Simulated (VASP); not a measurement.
# Ru (Fd-3m) in VASP: further runs

Runs on Ru. Level: r2SCAN. Tasks: single point.

All numbers are computed with VASP 6.6.1; they aren't measurements. Logs are shortened: lines on timing, memory, paths and dates and some standing lists are left out, and cuts for length are marked.

### 1 The cell of the first run

Symmetry: Fd-3m, No. 227, cubic system. The conventional cell has a = 4.985 Å, b = 4.985 Å, c = 4.985 Å, α = 90.00°, β = 90.00°, γ = 90.00°. Within 2.9 Å of Ru (site symmetry -43m) lie 4 Ru at 2.16 Å.

### 2 Single point, r2SCAN

The input, POSCAR:

```
Ru
1.0
    0.0000000000      2.4923280394      2.4923280394
    2.4923280394      0.0000000000      2.4923280394
    2.4923280394      2.4923280394      0.0000000000
Ru
2
Direct
    0.5000000000      0.5000000000      0.5000000000
    0.7500000000      0.7500000000      0.7500000000
```

The input, INCAR.step1:

```
SYSTEM = Ru
PREC = Accurate
ENCUT = 550
ISMEAR = 0
SIGMA = 0.1
LREAL = .False.
LASPH = .True.
NELM = 120
NBANDS = 21
GGA = PE
ALGO = Normal
EDIFF = 1E-5
LWAVE = .True.
LCHARG = .False.
GGA_COMPAT = .False.
```

The input, INCAR.step2:

```
SYSTEM = Ru
PREC = Accurate
ENCUT = 550
EDIFF = 1E-6
ISMEAR = 0
SIGMA = 0.1
LREAL = .False.
LASPH = .True.
NELM = 120
ALGO = Normal
ISIF = 2
LWAVE = .False.
LCHARG = .False.
METAGGA = R2SCAN
LMIXTAU = .True.
NBANDS = 21
ISTART = 1
GGA_COMPAT = .False.
```

The input, KPOINTS:

```
Automatic mesh
0
Gamma
  6 6 6
  0 0 0
```

Potentials or basis: VASP PAW PBE potentials, release 64 (Ru_pv).

The run is started by

```bash
> cat potpaw_PBE.64/Ru_pv/POTCAR > POTCAR
> cp INCAR.step1 INCAR
> mpirun -np 1 vasp_std > vasp.out
> cp INCAR.step2 INCAR
> mpirun -np 1 vasp_std > vasp.out
```

OUTCAR:

```text
SYSTEM = Ru
   PREC = Accurate
   ENCUT = 550
   EDIFF = 1E-6
   ISMEAR = 0
   LREAL = .False.
   LASPH = .True.
   NELM = 120
   ISIF = 2
   METAGGA = R2SCAN
   ISTART = 1

 ion  position               nearest neighbor table
   1  0.500  0.500  0.500-   2 2.16   2 2.16   2 2.16   2 2.16
   2  0.750  0.750  0.750-   1 2.16   1 2.16   1 2.16   1 2.16

  LATTYP: Found a face centered cubic cell.
 ALAT       =     4.9846560788

  Lattice vectors:

 A1 = (   0.0000000000,   2.4923280394,   2.4923280394)
 A2 = (   2.4923280394,   0.0000000000,   2.4923280394)
 A3 = (   2.4923280394,   2.4923280394,   0.0000000000)

Analysis of symmetry for initial positions (statically):
=====================================================================
 Subroutine PRICEL returns:
 Original cell was already a primitive cell.

 Routine SETGRP: Setting up the symmetry group for a
 face centered cubic supercell.

 Subroutine GETGRP returns: Found 48 space group operations
 (whereof 24 operations were pure point group operations)
 out of a pool of 48 trial point group operations.

The static configuration has the point symmetry T_d .
 The point group associated with its full space group is O_h .

Analysis of symmetry for dynamics (positions and initial velocities):
=====================================================================
 Subroutine PRICEL returns:
 Original cell was already a primitive cell.

 Routine SETGRP: Setting up the symmetry group for a
 face centered cubic supercell.

 Subroutine GETGRP returns: Found 48 space group operations
 (whereof 24 operations were pure point group operations)
 out of a pool of 48 trial point group operations.

The dynamic configuration has the point symmetry T_d .
 The point group associated with its full space group is O_h .

 Subroutine INISYM returns: Found 48 space group operations
 (whereof 24 operations are pure point group operations),
 and found     1 'primitive' translations

----------------------------------------------------------------------------------------

                                     Primitive cell

  volume of cell :      30.9632

  direct lattice vectors                    reciprocal lattice vectors
     0.000000000  2.492328039  2.492328039    -0.200615646  0.200615646  0.200615646
     2.492328039  0.000000000  2.492328039     0.200615646 -0.200615646  0.200615646
[... 70 lines left out ...]
   ISPIN  =      1    spin polarized calculation?
   LNONCOLLINEAR =      F non collinear calculations
   LSORBIT =      F    spin-orbit coupling
   LASPH  =      T    aspherical Exc in radial PAW
   ENCUT  =  550.0 eV  40.42 Ry    6.36 a.u.   6.74  6.74  6.74*2*pi/ulx,y,z
   NELM   =    120;   NELMIN=  2; NELMDL=  0     # of ELM steps
   EDIFF  = 0.1E-05   stopping-criterion for ELM
   LREAL  =      F    real-space projection
   EDIFFG = 0.1E-04   stopping-criterion for IOM
   NSW    =      0    number of steps for IOM
   IBRION =     -1    ionic relax: 0-MD 1-quasi-New 2-CG
   NFREE  =      0    steps in history (QN), initial steepest desc. (CG)
   ISIF   =      2    stress and relaxation
   ISYM   =      2    0-nonsym 1-usesym 2-fastsym
   POTIM  = 0.5000    time-step for ionic-motion
   TEBEG  =    0.0;   TEEND  =   0.0 temperature during run
   PSTRESS=    0.0 pullay stress
   NELECT =      28.0000    total number of electrons
   NUPDOWN=      -1.0000    fix difference up-down
   EMIN   =  10.00;   EMAX   =-10.00  energy-range for DOS
   EFERMI =   0.00;   METHOD = LEGACY
   ISMEAR =     0;   SIGMA  =   0.10  broadening in eV -4-tet -1-fermi 0-gaus
   EFERMI_NEDOS =   21; number of points for ismear=-14 and -15
   IALGO  =     38    algorithm
   IMIX   =      4    mixing-type and parameters
     AMIX     =   0.40;   BMIX     =  1.00
     AMIX_MAG =   1.60;   BMIX_MAG =  1.00
  volume/ion in A,a.u.               =      15.48       104.47
  Fermi-wavevector in a.u.,A,eV,Ry     =   1.583114  2.991652 34.099619  2.506251
  Thomas-Fermi vector in A             =   2.682934
   LORBIT       =      0    0 simple, 1 ext, 2 COOP (PROOUT), +10 PAW based schemes
   METAGGA = R2SCAN    functional components
   LHFCALC =     F    Hartree Fock is set to
   AEXX    =    0.0000 exact exchange contribution
   IVDW    =     0    specifies the selected vdW correction
   LEPSILON=     F    determine dielectric tensor
   LRPA    =     F    only Hartree local field effects (RPA)
 non-spin polarized calculation
 Gauss-broadening in eV      SIGMA  =   0.10
  energy-cutoff  :      550.00
  volume of cell :       30.96
 maximum number of plane-waves:       934
   NGX = 13   NGY = 13   NGZ = 13

 number of electron      28.0000002 magnetization

 Free energy of the ion-electron system (eV)
  ---------------------------------------------------
  ext. energy  EPLUGINS =         0.00000000
  ---------------------------------------------------
  free energy    TOTEN  =       -46.74635188 eV

  energy without entropy =      -46.73881054  energy(sigma->0) =      -46.74258121

 E-fermi :  10.8549     XC(G=0): -13.8167

 val. band max:       10.6836634517   @ k =   0.3333   0.1667   0.0000
 cond. band min:      10.8633329604   @ k =   0.5000   0.1667   0.0000
 fundamental gap:      0.1796695087
 Fermi energy:        10.8548879785

 k-point     1 :       0.0000    0.0000    0.0000
  band No.  band energies     occupation
      1     -34.6849      2.00000
      2     -34.6849      2.00000
      3     -34.6849      2.00000
      4     -32.7993      2.00000
      5     -32.7993      2.00000
      6     -32.7993      2.00000
[... 373 lines left out ...]
     20      16.4427      0.00000
     21      20.0337      0.00000

------------------------ aborting loop because EDIFF is reached ----------------------------------------

  FORCE on cell =-STRESS in cart. coord.  units (eV):
  Direction    XX          YY          ZZ          XY          YZ          ZX
  --------------------------------------------------------------------------------------
  -------------------------------------------------------------------------------------
  Total       15.7791973     15.7791973     15.7791973      0.0000000      0.0000000      0.0000000
  in kB      816.4881442    816.4881442    816.4881442      0.0000000      0.0000000      0.0000000
  external PRESSURE =     816.4881442 kB  Pullay stress =       0.0000000 kB

 VOLUME and BASIS-vectors are now :
 -----------------------------------------------------------------------------
  energy-cutoff  :      550.00
  volume of cell :       30.96
      direct lattice vectors                 reciprocal lattice vectors
     0.000000000  2.492328039  2.492328039    -0.200615646  0.200615646  0.200615646
     2.492328039  0.000000000  2.492328039     0.200615646 -0.200615646  0.200615646
     2.492328039  2.492328039  0.000000000     0.200615646  0.200615646 -0.200615646

 POSITION                                       TOTAL-FORCE (eV/Angst)
 -----------------------------------------------------------------------------------
      2.49233      2.49233      2.49233        -0.000000     -0.000000      0.000000
      3.73849      3.73849      3.73849         0.000000      0.000000     -0.000000
 -----------------------------------------------------------------------------------
    total drift:                                0.000000      0.000000      0.000000

  FREE ENERGIE OF THE ION-ELECTRON SYSTEM (eV)
  ---------------------------------------------------
  free  energy   TOTEN  =       -46.7463518810 eV

  energy  without entropy=      -46.7388105390  energy(sigma->0) =      -46.74258121
```

OUTCAR.step1:

```text
SYSTEM = Ru
   PREC = Accurate
   ENCUT = 550
   ISMEAR = 0
   LREAL = .False.
   LASPH = .True.
[... 596 lines left out ...]
      2.49233      2.49233      2.49233        -0.000000     -0.000000      0.000000
      3.73849      3.73849      3.73849         0.000000      0.000000     -0.000000
 -----------------------------------------------------------------------------------
    total drift:                                0.000000      0.000000      0.000000

  FREE ENERGIE OF THE ION-ELECTRON SYSTEM (eV)
  ---------------------------------------------------
  free  energy   TOTEN  =       -14.1080520552 eV

  energy  without entropy=      -14.0996839201  energy(sigma->0) =      -14.10386799
```

OSZICAR.step1:

```text
N       E                     dE             d eps       ncg     rms          rms(c)
DAV:   1     0.314247825780E+03    0.31425E+03   -0.18268E+04   672   0.152E+03
DAV:   2    -0.829020372193E+01   -0.32254E+03   -0.31107E+03   707   0.453E+02
DAV:   3    -0.144048870497E+02   -0.61147E+01   -0.60889E+01   762   0.716E+01
DAV:   4    -0.144577991000E+02   -0.52912E-01   -0.52882E-01   929   0.606E+00
DAV:   5    -0.144582033952E+02   -0.40430E-03   -0.40375E-03   722   0.497E-01    0.241E+01
DAV:   6    -0.141724849859E+02    0.28572E+00   -0.48510E-01   762   0.663E+00    0.122E+01
DAV:   7    -0.141123273643E+02    0.60158E-01   -0.88694E-02   732   0.291E+00    0.239E+00
DAV:   8    -0.141079985402E+02    0.43288E-02   -0.12738E-02   757   0.978E-01    0.881E-02
DAV:   9    -0.141080307571E+02   -0.32217E-04   -0.19817E-04   821   0.139E-01    0.330E-02
DAV:  10    -0.141080520636E+02   -0.21306E-04   -0.17792E-05   655   0.412E-02    0.395E-03
DAV:  11    -0.141080520552E+02    0.83623E-08   -0.76978E-07   396   0.921E-03
   1 F= -.14108052E+02 E0= -.14103868E+02  d E =-.836814E-02
```

Wall time 2 min (1 thread of AMD EPYC 7R13, shared host); peak memory 0.13 GiB.

Results:

```
Free energy            : -46.7464 eV
Pressure               : 81.6 GPa
Band gap on the k mesh : zero (band 14 reaches 11.34 eV, above the bottom of band 15 at 10.22 eV)
```

Levels at points of the mesh, in eV from the Fermi level:
```
           k point  band 11  band 12  band 13  band 14  band 15  band 16  band 17  band 18
(0.00, 0.00, 0.00)    -4.40    -4.40    -0.54    -0.54    -0.54     2.97     2.97     9.18
(0.50, 0.00, 0.00)    -4.95    -3.96    -0.44     0.48     0.48     2.22     2.22     4.42
(0.50, 0.50, 0.00)    -2.04    -2.04    -1.30    -1.30     2.59     2.59     4.62     4.62
```

Caveat: the k points lie up to 0.36 Å⁻¹ apart; the PAW data sets were made with another functional, which shifts forces and pressure a little.

### 3 Single point, r2SCAN

This run uses another cell than the first one, of 19.83 Å³/atom, 1.281 times its volume.

The input, POSCAR:

```
Ru
1.0
    0.0000000000      2.7066979772      2.7066979772
    2.7066979772      0.0000000000      2.7066979772
    2.7066979772      2.7066979772      0.0000000000
Ru
2
Direct
    0.0000000000      0.0000000000      0.0000000000
    0.2500000000      0.2500000000      0.2500000000
```

The input, INCAR.step1:

```
PREC = Accurate
ENCUT = 550
ISMEAR = 0
SIGMA = 0.1
LREAL = F
LASPH = T
NELM = 120
NBANDS = 21
GGA = PE
ALGO = Normal
EDIFF = 1E-5
LWAVE = T
LCHARG = F
GGA_COMPAT = F
```

The input, INCAR.step2:

```
PREC = Accurate
ENCUT = 550
EDIFF = 1E-6
ISMEAR = 0
SIGMA = 0.1
LREAL = F
LASPH = T
NELM = 120
ALGO = Normal
ISIF = 2
LWAVE = F
LCHARG = F
METAGGA = R2SCAN
LMIXTAU = T
NBANDS = 21
ISTART = 1
GGA_COMPAT = F
```

The input, KPOINTS:

```
Automatic mesh
0
Gamma
  18 18 18
```

Potentials or basis: VASP PAW PBE potentials, release 64 (Ru_pv).

The run is started by

```bash
> cat potpaw_PBE.64/Ru_pv/POTCAR > POTCAR
> cp INCAR.step1 INCAR
> mpirun -np 1 vasp_std > vasp.out
> cp INCAR.step2 INCAR
> mpirun -np 1 vasp_std > vasp.out
```

OUTCAR:

```text
PREC = Accurate
   ENCUT = 550
   EDIFF = 1E-6
   ISMEAR = 0
   LREAL = F
   LASPH = T
   NELM = 120
   ISIF = 2
   METAGGA = R2SCAN
   ISTART = 1

 ion  position               nearest neighbor table
   1  0.000  0.000  0.000-   2 2.34   2 2.34   2 2.34   2 2.34
   2  0.250  0.250  0.250-   1 2.34   1 2.34   1 2.34   1 2.34

  LATTYP: Found a face centered cubic cell.
 ALAT       =     5.4133959544

  Lattice vectors:

 A1 = (   0.0000000000,   2.7066979772,   2.7066979772)
 A2 = (   2.7066979772,   0.0000000000,   2.7066979772)
 A3 = (   2.7066979772,   2.7066979772,   0.0000000000)

Analysis of symmetry for initial positions (statically):
=====================================================================
 Subroutine PRICEL returns:
 Original cell was already a primitive cell.

 Routine SETGRP: Setting up the symmetry group for a
 face centered cubic supercell.

 Subroutine GETGRP returns: Found 48 space group operations
 (whereof 24 operations were pure point group operations)
 out of a pool of 48 trial point group operations.

[... 160 lines left out ...]
  ---------------------------------------------------
  free energy    TOTEN  =       -48.54227855 eV

  energy without entropy =      -48.53288431  energy(sigma->0) =      -48.53758143

 E-fermi :   7.2383     XC(G=0): -12.2501

 val. band max:        7.2224148948   @ k =   0.3889   0.0000   0.0000
 cond. band min:       7.2400074057   @ k =   0.4444   0.3333   0.1111
 fundamental gap:      0.0175925109
 Fermi energy:         7.2382903619

 k-point     1 :       0.0000    0.0000    0.0000
  band No.  band energies     occupation
      1     -37.3662      2.00000
      2     -37.3662      2.00000
      3     -37.3662      2.00000
      4     -36.3616      2.00000
      5     -36.3616      2.00000
      6     -36.3616      2.00000
[... 565 lines left out ...]
     20      16.2578      0.00000
     21      18.4644      0.00000

 [... further k-points ...]

------------------------ aborting loop because EDIFF is reached ----------------------------------------

  FORCE on cell =-STRESS in cart. coord.  units (eV):
  Direction    XX          YY          ZZ          XY          YZ          ZX
  --------------------------------------------------------------------------------------
  -------------------------------------------------------------------------------------
  Total        0.1966253      0.1966253      0.1966253      0.0000000      0.0000000     -0.0000000
  in kB        7.9432934      7.9432934      7.9432934      0.0000000      0.0000000     -0.0000000
  external PRESSURE =       7.9432934 kB  Pullay stress =       0.0000000 kB

 VOLUME and BASIS-vectors are now :
 -----------------------------------------------------------------------------
  energy-cutoff  :      550.00
  volume of cell :       39.66
      direct lattice vectors                 reciprocal lattice vectors
     0.000000000  2.706697977  2.706697977    -0.184726927  0.184726927  0.184726927
     2.706697977  0.000000000  2.706697977     0.184726927 -0.184726927  0.184726927
     2.706697977  2.706697977  0.000000000     0.184726927  0.184726927 -0.184726927

 POSITION                                       TOTAL-FORCE (eV/Angst)
 -----------------------------------------------------------------------------------
      0.00000      0.00000      0.00000         0.000000      0.000000     -0.000000
      1.35335      1.35335      1.35335        -0.000000     -0.000000      0.000000
 -----------------------------------------------------------------------------------
    total drift:                                0.000000     -0.000000      0.000000

  FREE ENERGIE OF THE ION-ELECTRON SYSTEM (eV)
  ---------------------------------------------------
  free  energy   TOTEN  =       -48.5422785528 eV

  energy  without entropy=      -48.5328843122  energy(sigma->0) =      -48.53758143
```

OUTCAR.step1:

```text
PREC = Accurate
   ENCUT = 550
   ISMEAR = 0
   LREAL = F
   LASPH = T
[... 799 lines left out ...]
 -----------------------------------------------------------------------------------
      0.00000      0.00000      0.00000        -0.000000      0.000000      0.000000
      1.35335      1.35335      1.35335         0.000000     -0.000000     -0.000000
 -----------------------------------------------------------------------------------
    total drift:                                0.000000     -0.000000      0.000000

  FREE ENERGIE OF THE ION-ELECTRON SYSTEM (eV)
  ---------------------------------------------------
  free  energy   TOTEN  =       -16.0828536997 eV

  energy  without entropy=      -16.0731864449  energy(sigma->0) =      -16.07802007
```

OSZICAR.step1:

```text
N       E                     dE             d eps       ncg     rms          rms(c)
DAV:   1     0.297408890722E+03    0.29741E+03   -0.17506E+04  8206   0.143E+03
DAV:   2    -0.106859230607E+02   -0.30809E+03   -0.29776E+03  8700   0.429E+02
DAV:   3    -0.165456599588E+02   -0.58597E+01   -0.58130E+01  9220   0.671E+01
DAV:   4    -0.166065136649E+02   -0.60854E-01   -0.60825E-01 11035   0.630E+00
DAV:   5    -0.166075100182E+02   -0.99635E-03   -0.99612E-03  9790   0.621E-01    0.123E+01
DAV:   6    -0.161209849050E+02    0.48653E+00   -0.14090E+00  8525   0.107E+01    0.429E+00
DAV:   7    -0.160900910725E+02    0.30894E-01   -0.52036E-02  9970   0.204E+00    0.171E+00
DAV:   8    -0.160827757959E+02    0.73153E-02   -0.12500E-02  8510   0.925E-01    0.112E-01
DAV:   9    -0.160828118748E+02   -0.36079E-04   -0.25044E-04  9950   0.155E-01    0.447E-02
DAV:  10    -0.160828541887E+02   -0.42314E-04   -0.29760E-05  9195   0.452E-02    0.326E-03
DAV:  11    -0.160828536997E+02    0.48900E-06   -0.73999E-07  6470   0.763E-03
   1 F= -.16082854E+02 E0= -.16078020E+02  d E =-.966725E-02
```

Wall time 8.6 min (1 thread of Intel Xeon Platinum 8259CL at 2.50GHz (Skylake/Cascade Lake), shared host); peak memory 0.27 GiB.

What came out:

```yaml
Free_energy: -48.5423 eV
Pressure: 0.8 GPa
Band_gap_on_the_k_mesh: zero (band 14 reaches 7.67 eV, above the bottom of band 15 at 6.73 eV)
```

Levels at points of the mesh, in eV from the Fermi level:
| k point | band 11 | band 12 | band 13 | band 14 | band 15 | band 16 | band 17 | band 18 |
| --- | --- | --- | --- | --- | --- | --- | --- | --- |
| (0.00, 0.00, 0.00) | -3.45 | -3.45 | -0.45 | -0.45 | -0.45 | 1.98 | 1.98 | 9.02 |
| (0.50, 0.00, 0.00) | -3.71 | -3.36 | -0.36 | 0.22 | 0.22 | 1.54 | 1.54 | 3.34 |
| (0.50, 0.50, 0.00) | -1.48 | -1.48 | -1.38 | -1.38 | 1.85 | 1.85 | 3.66 | 3.66 |

Caveat: the PAW data sets were made with another functional, which shifts forces and pressure a little.
